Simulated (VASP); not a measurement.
# Os in VASP: further runs

Runs on Os. Level: PBE. Tasks: single point.

Program: VASP 6.6.1. These are calculated values, not measurements. Logs are shortened: lines on timing, memory, paths and dates and some standing lists are left out, and cuts for length are marked.

## (1) The cell of the first run

It takes space group I4/mmm (No. 139, tetragonal). The conventional cell has a = 2.724 Å, b = 2.724 Å, c = 3.968 Å, α = 90.00°, β = 90.00°, γ = 90.00°. Os (site symmetry 4/mmm) has 12 Os at 2.72 to 2.76 Å within 3.6 Å.

## (2) Single point, PBE (z stretched by +2 % at fixed volume)

Contents of INCAR:

```
ALGO = Normal
EDIFF = 1E-6
ENCUT = 520
GGA = PE
ISIF = 2
ISMEAR = -1
LASPH = True
LCHARG = False
LREAL = False
LWAVE = False
NBANDS = 10
NELM = 100
PREC = Accurate
SIGMA = 0.03
```

Contents of KPOINTS:

```
k-points
0
Gamma
  14 14 14
```

Contents of POSCAR:

```
Os
1.0
    0.0000000000      1.9258369711      1.9839000000
    1.9258369711      0.0000000000      1.9839000000
    1.9258369711      1.9258369711      0.0000000000
Os
1
Direct
    0.0000000000      0.0000000000      0.0000000000
```

Potentials or basis: VASP PAW PBE potentials, release 64 (Os).

Run with:

```sh
$ cat potpaw_PBE.64/Os/POTCAR > POTCAR
$ mpirun -np 1 vasp_std > vasp.out
```

OUTCAR:

```text
EDIFF = 1E-6
   ENCUT = 520
   GGA = PE
   ISIF = 2
   ISMEAR = -1
   LASPH = True
   LREAL = False
   NELM = 100
   PREC = Accurate

 ion  position               nearest neighbor table
   1  0.000  0.000  0.000-

  LATTYP: Found a body centered tetragonal cell.
 ALAT       =     2.7235447634
 C/A-ratio  =     1.4568513994

  Lattice vectors:

 A1 = (  -1.9258369711,   0.0000000000,   1.9839000000)
 A2 = (   1.9258369711,   0.0000000000,   1.9839000000)
 A3 = (   0.0000000000,   1.9258369711,  -1.9839000000)

Analysis of symmetry for initial positions (statically):
=====================================================================
 Subroutine PRICEL returns:
 Original cell was already a primitive cell.

 Routine SETGRP: Setting up the symmetry group for a
 body centered tetragonal supercell.

 Subroutine GETGRP returns: Found 16 space group operations
 (whereof 16 operations were pure point group operations)
 out of a pool of 16 trial point group operations.

The static configuration has the point symmetry D_4h.

Analysis of symmetry for dynamics (positions and initial velocities):
=====================================================================
 Subroutine PRICEL returns:
 Original cell was already a primitive cell.

 Routine SETGRP: Setting up the symmetry group for a
 body centered tetragonal supercell.

 Subroutine GETGRP returns: Found 16 space group operations
 (whereof 16 operations were pure point group operations)
 out of a pool of 16 trial point group operations.

The dynamic configuration has the point symmetry D_4h.

 Subroutine INISYM returns: Found 16 space group operations
 (whereof 16 operations are pure point group operations),
 and found     1 'primitive' translations

----------------------------------------------------------------------------------------

                                     Primitive cell

  volume of cell :      14.7160

  direct lattice vectors                    reciprocal lattice vectors
     0.000000000  1.925836971  1.983900000    -0.259627376  0.259627376  0.252028832
     1.925836971  0.000000000  1.983900000     0.259627376 -0.259627376  0.252028832
     1.925836971  1.925836971  0.000000000     0.259627376  0.259627376 -0.252028832

  length of vectors
     2.764906373  2.764906373  2.723544763     0.445344003  0.445344003  0.445344003

  position of ions in fractional coordinates (direct lattice)
     0.000000000  0.000000000  0.000000000
[... 80 lines left out ...]
   IBRION =     -1    ionic relax: 0-MD 1-quasi-New 2-CG
   NFREE  =      0    steps in history (QN), initial steepest desc. (CG)
   ISIF   =      2    stress and relaxation
   ISYM   =      2    0-nonsym 1-usesym 2-fastsym
   POTIM  = 0.5000    time-step for ionic-motion
   TEBEG  =    0.0;   TEEND  =   0.0 temperature during run
   PSTRESS=    0.0 pullay stress
   NELECT =       8.0000    total number of electrons
   NUPDOWN=      -1.0000    fix difference up-down
   EMIN   =  10.00;   EMAX   =-10.00  energy-range for DOS
   EFERMI =   0.00;   METHOD = LEGACY
   ISMEAR =    -1;   SIGMA  =   0.03  broadening in eV -4-tet -1-fermi 0-gaus
   EFERMI_NEDOS =   21; number of points for ismear=-14 and -15
   IALGO  =     38    algorithm
   IMIX   =      4    mixing-type and parameters
     AMIX     =   0.40;   BMIX     =  1.00
     AMIX_MAG =   1.60;   BMIX_MAG =  1.00
  volume/ion in A,a.u.               =      14.72        99.31
  Fermi-wavevector in a.u.,A,eV,Ry     =   1.336109  2.524880 24.288947  1.785187
  Thomas-Fermi vector in A             =   2.464761
   LORBIT       =      0    0 simple, 1 ext, 2 COOP (PROOUT), +10 PAW based schemes
   GGA     = PE    functional components
   LHFCALC =     F    Hartree Fock is set to
   AEXX    =    0.0000 exact exchange contribution
   IVDW    =     0    specifies the selected vdW correction
   LEPSILON=     F    determine dielectric tensor
   LRPA    =     F    only Hartree local field effects (RPA)
 non-spin polarized calculation
  energy-cutoff  :      520.00
  volume of cell :       14.72
 maximum number of plane-waves:       405
 NGX is ok and might be reduce to    24
   NGX = 11   NGY = 11   NGZ = 11

 number of electron       8.0000000 magnetization

 Free energy of the ion-electron system (eV)
  ---------------------------------------------------
  ext. energy  EPLUGINS =         0.00000000
  ---------------------------------------------------
  free energy    TOTEN  =       -11.08571149 eV

  energy without entropy =      -11.08160182  energy(sigma->0) =      -11.08365665

 E-fermi :   8.5602     XC(G=0): -13.7653

 val. band max:        8.5536469614   @ k =   0.4286  -0.0000   0.2857
 cond. band min:       8.5649198792   @ k =   0.3571   0.2857   0.0714
 fundamental gap:      0.0112729178
 Fermi energy:         8.5601968071

 k-point     1 :       0.0000    0.0000    0.0000
  band No.  band energies     occupation
      1      -1.7710      2.00000
      2       5.5446      2.00000
      3       5.9567      2.00000
      4       5.9567      2.00000
      5       8.3574      1.99769
      6       8.8891      0.00003
      7      22.8985      0.00000
      8      27.7822      0.00000
      9      28.7203      0.00000
     10      28.7203      0.00000
[... 287 lines left out ...]
 k-point    24 :       0.2857    0.1429    0.0000
  band No.  band energies     occupation
      1       0.9126      2.00000
      2       4.2834      2.00000
      3       5.9758      2.00000
      4       7.1405      2.00000
      5       8.3393      1.99873
      6       9.7133      0.00000
      7      23.9428      0.00000
      8      26.6865      0.00000
      9      29.0571      0.00000
     10      29.5360      0.00000

 [... further k-points ...]

------------------------ aborting loop because EDIFF is reached ----------------------------------------

  FORCE on cell =-STRESS in cart. coord.  units (eV):
  Direction    XX          YY          ZZ          XY          YZ          ZX
  --------------------------------------------------------------------------------------
  -------------------------------------------------------------------------------------
  Total       -0.6237832     -0.6237832     -1.3983563      0.0000000     -0.0000000     -0.0000000
  in kB      -67.9133987    -67.9133987   -152.2437971      0.0000000     -0.0000000     -0.0000000
  external PRESSURE =     -96.0235315 kB  Pullay stress =       0.0000000 kB

 VOLUME and BASIS-vectors are now :
 -----------------------------------------------------------------------------
  energy-cutoff  :      520.00
  volume of cell :       14.72
      direct lattice vectors                 reciprocal lattice vectors
     0.000000000  1.925836971  1.983900000    -0.259627376  0.259627376  0.252028832
     1.925836971  0.000000000  1.983900000     0.259627376 -0.259627376  0.252028832
     1.925836971  1.925836971  0.000000000     0.259627376  0.259627376 -0.252028832

 POSITION                                       TOTAL-FORCE (eV/Angst)
 -----------------------------------------------------------------------------------
      0.00000      0.00000      0.00000        -0.000000     -0.000000      0.000000
 -----------------------------------------------------------------------------------
    total drift:                               -0.000000     -0.000000      0.000000

  FREE ENERGIE OF THE ION-ELECTRON SYSTEM (eV)
  ---------------------------------------------------
  free  energy   TOTEN  =       -11.0857114871 eV

  energy  without entropy=      -11.0816018187  energy(sigma->0) =      -11.08365665
```

OSZICAR:

```text
N       E                     dE             d eps       ncg     rms          rms(c)
DAV:   1     0.358607925091E+02    0.35861E+02   -0.41503E+03  4984   0.737E+02
DAV:   2    -0.106824994153E+02   -0.46543E+02   -0.43405E+02  4988   0.198E+02
DAV:   3    -0.118052001922E+02   -0.11227E+01   -0.11187E+01  5746   0.289E+01
DAV:   4    -0.118079965522E+02   -0.27964E-02   -0.27961E-02  5346   0.161E+00
DAV:   5    -0.118080064556E+02   -0.99033E-05   -0.99038E-05  5394   0.875E-02    0.147E+01
DAV:   6    -0.112429902759E+02    0.56502E+00   -0.66113E-01  5866   0.645E+00    0.637E+00
DAV:   7    -0.110898858193E+02    0.15310E+00   -0.43086E-01  6078   0.493E+00    0.344E-01
DAV:   8    -0.110871272290E+02    0.27586E-02   -0.20480E-03  5064   0.365E-01    0.244E-01
DAV:   9    -0.110857179579E+02    0.14093E-02   -0.76367E-04  5360   0.285E-01    0.202E-02
DAV:  10    -0.110857155670E+02    0.23909E-05   -0.85320E-06  5300   0.213E-02    0.879E-03
DAV:  11    -0.110857115747E+02    0.39923E-05   -0.88858E-07  3190   0.143E-02    0.220E-03
DAV:  12    -0.110857114871E+02    0.87660E-07   -0.21134E-08  2568   0.133E-03
   1 F= -.11085711E+02 E0= -.11083657E+02  d E =-.410967E-02
```

Run time: 33 s. Hardware: 1 thread of AMD EPYC 7R43 (Zen 3), shared host; peak memory 0.13 GiB.

Results:

- Free energy: -11.0857 eV
- Pressure: -9.6 GPa
- Band gap on the k mesh: zero (bands 4 and 5 overlap by 3.72 eV)

Caveat: the cell differs from its parent crystal (z stretched by +2 % at fixed volume); the cell stands under tension; spin-orbit coupling is left out, which moves the levels of the heavy elements.

## (3) Single point, PBE (z stretched by +1 % at fixed volume)

Contents of INCAR:

```
PREC = Accurate ; ENCUT = 520
EDIFF = 1E-6 ; ISMEAR = -1
SIGMA = 0.03 ; LREAL = False
LASPH = True ; NELM = 100
ALGO = Normal ; ISIF = 2
LWAVE = False ; LCHARG = True
GGA = PE ; LELF = True
LVHAR = True ; NBANDS = 10
```

Contents of KPOINTS:

```
Automatic mesh
0
Gamma
  14 14 14
```

Contents of POSCAR:

```
Os
1.0
    0.0000000000      1.9353473349      1.9644500000
    1.9353473349      0.0000000000      1.9644500000
    1.9353473349      1.9353473349      0.0000000000
Os
1
Direct
    0.0000000000      0.0000000000      0.0000000000
```

Potentials or basis: VASP PAW PBE potentials, release 64 (Os).

Run with:

```sh
$ cat potpaw_PBE.64/Os/POTCAR > POTCAR
$ mpirun -np 1 vasp_std > vasp.out
```

OUTCAR:

```text
PREC = Accurate
   ENCUT = 520
   EDIFF = 1E-6
   ISMEAR = -1
   LREAL = False
   LASPH = True
   NELM = 100
   ISIF = 2
   GGA = PE

 ion  position               nearest neighbor table
   1  0.000  0.000  0.000-

  LATTYP: Found a body centered tetragonal cell.
 ALAT       =     2.7369944489
 C/A-ratio  =     1.4354797108

  Lattice vectors:

 A1 = (  -1.9353473349,   0.0000000000,   1.9644500000)
 A2 = (   1.9353473349,   0.0000000000,   1.9644500000)
 A3 = (   0.0000000000,   1.9353473349,  -1.9644500000)

Analysis of symmetry for initial positions (statically):
=====================================================================
 Subroutine PRICEL returns:
 Original cell was already a primitive cell.

 Routine SETGRP: Setting up the symmetry group for a
 body centered tetragonal supercell.

 Subroutine GETGRP returns: Found 16 space group operations
 (whereof 16 operations were pure point group operations)
 out of a pool of 16 trial point group operations.

The static configuration has the point symmetry D_4h.

[... 162 lines left out ...]
 fundamental gap:      0.0046873695
 Fermi energy:         8.5572629356

 k-point     1 :       0.0000    0.0000    0.0000
  band No.  band energies     occupation
      1      -1.7712      2.00000
      2       5.6767      2.00000
      3       5.8831      2.00000
      4       5.8831      2.00000
      5       8.4972      1.76198
      6       8.7589      0.00241
      7      22.8872      0.00000
      8      28.0854      0.00000
      9      28.5602      0.00000
     10      28.5602      0.00000
[... 287 lines left out ...]
 k-point    24 :       0.2857    0.1429    0.0000
  band No.  band energies     occupation
      1       0.9437      2.00000
      2       4.3193      2.00000
      3       6.0595      2.00000
      4       7.0484      2.00000
      5       8.3295      1.99899
      6       9.6683      0.00000
      7      23.8806      0.00000
      8      26.7389      0.00000
      9      28.9985      0.00000
     10      29.6548      0.00000

 [... further k-points ...]

------------------------ aborting loop because EDIFF is reached ----------------------------------------

  FORCE on cell =-STRESS in cart. coord.  units (eV):
  Direction    XX          YY          ZZ          XY          YZ          ZX
  --------------------------------------------------------------------------------------
  -------------------------------------------------------------------------------------
  Total       -0.7761495     -0.7761495     -1.1209639      0.0000000      0.0000000      0.0000000
  in kB      -84.5020347    -84.5020347   -122.0431481      0.0000000      0.0000000      0.0000000
  external PRESSURE =     -97.0157392 kB  Pullay stress =       0.0000000 kB

 VOLUME and BASIS-vectors are now :
 -----------------------------------------------------------------------------
  energy-cutoff  :      520.00
  volume of cell :       14.72
      direct lattice vectors                 reciprocal lattice vectors
     0.000000000  1.935347335  1.964450000    -0.258351558  0.258351558  0.254524167
     1.935347335  0.000000000  1.964450000     0.258351558 -0.258351558  0.254524167
     1.935347335  1.935347335  0.000000000     0.258351558  0.258351558 -0.254524167

 POSITION                                       TOTAL-FORCE (eV/Angst)
 -----------------------------------------------------------------------------------
      0.00000      0.00000      0.00000        -0.000000     -0.000000      0.000000
 -----------------------------------------------------------------------------------
    total drift:                               -0.000000     -0.000000     -0.000000

  FREE ENERGIE OF THE ION-ELECTRON SYSTEM (eV)
  ---------------------------------------------------
  free  energy   TOTEN  =       -11.0911371345 eV

  energy  without entropy=      -11.0867120633  energy(sigma->0) =      -11.08892460
```

stdout:

```text
POSCAR found type information on POSCAR Os
 POSCAR found :  1 types and       1 ions
 scaLAPACK will be used
 LDA part: xc-table for (Slater+PW92), standard interpolation
 POSCAR, INCAR and KPOINTS ok, starting setup
 FFT: planning ... GRIDC
 FFT: planning ... GRID_SOFT
 FFT: planning ... GRID
 WAVECAR not read
 entering main loop
```

Run time: 35 s. Hardware: 1 thread of AMD EPYC 7R43 (Zen 3), shared host; peak memory 0.13 GiB.

Results:

```
Free energy            : -11.0911 eV
Pressure               : -9.7 GPa
Band gap on the k mesh : zero (bands 4 and 5 overlap by 3.59 eV)
```

Caveat: the cell differs from its parent crystal (z stretched by +1 % at fixed volume); the cell stands under tension; spin-orbit coupling is left out, which moves the levels of the heavy elements.

## (4) Single point, PBE (13.84 Å³/atom)

This run uses another cell than the first one, of 13.84 Å³/atom.

Contents of INCAR:

```
ALGO = Normal
EDIFF = 1E-6
ENCUT = 520
GGA = PE
ISIF = 2
ISMEAR = -1
LASPH = T
LCHARG = F
LREAL = F
LWAVE = F
NBANDS = 10
NELM = 100
PREC = Accurate
SIGMA = 0.03
```

Contents of KPOINTS:

```
k-points
0
Gamma
  14 14 14
```

Contents of POSCAR:

```
Os
1.0
    0.0000000000      1.9056327398      1.9056327398
    1.9056327398      0.0000000000      1.9056327398
    1.9056327398      1.9056327398      0.0000000000
Os
1
Direct
    0.0000000000      0.0000000000      0.0000000000
```

Run with:

```sh
$ cat potpaw_PBE.64/Os/POTCAR > POTCAR
$ mpirun -np 1 vasp_std > vasp.out
```

Wall time 16 s (1 thread of AMD EPYC 7R13, shared host); peak memory 0.11 GiB.

It converged, with:

| Quantity | Value |
| --- | --- |
| Free energy | -11.0808 eV |
| Pressure | 15.3 GPa |
| Band gap on the k mesh | zero (bands 4 and 5 overlap by 3.83 eV) |

Levels at points of the mesh, in eV from the Fermi level:
| k point | band 1 | band 2 | band 3 | band 4 | band 5 | band 6 | band 7 | band 8 |
| --- | --- | --- | --- | --- | --- | --- | --- | --- |
| (0.00, 0.00, 0.00) | -10.87 | -3.00 | -3.00 | -3.00 | 0.10 | 0.10 | 14.30 | 20.18 |
| (0.50, 0.00, 0.00) | -7.76 | -3.17 | -3.17 | -0.17 | 2.56 | 2.56 | 9.22 | 13.83 |
| (0.50, 0.50, 0.00) | -7.68 | -6.95 | 2.44 | 2.52 | 3.27 | 3.27 | 12.41 | 12.41 |

Caveat: the cell stands under pressure; spin-orbit coupling is left out, which moves the levels of the heavy elements.

## (5) The runs side by side

```csv
cell,gap on the mesh (eV),pressure (GPa)
"a = 2.765, b = 2.765, c = 2.724 Å, angles 60.5, 60.5, 59.0°, 1 atom",none,-9.6
"a = 2.758, b = 2.758, c = 2.737 Å, angles 60.2, 60.2, 59.5°, 1 atom",none,-9.7
"a = 2.695 Å, angles 60.0°, 1 atom",none,15.3
```

Alike in all rows: task single point; level PBE; potentials or basis VASP PAW PBE potentials, release 64 (Os); no spin polarisation; k mesh 14 × 14 × 14; cutoff (eV) 520; smearing fermi-dirac 0.03 eV.

Caveats: spin-orbit coupling is left out, which moves the levels of the heavy elements; the cell stands under tension (at least some runs); the cell stands under pressure (at least some runs).

Absolute energies hang on the potentials; compare differences alone.
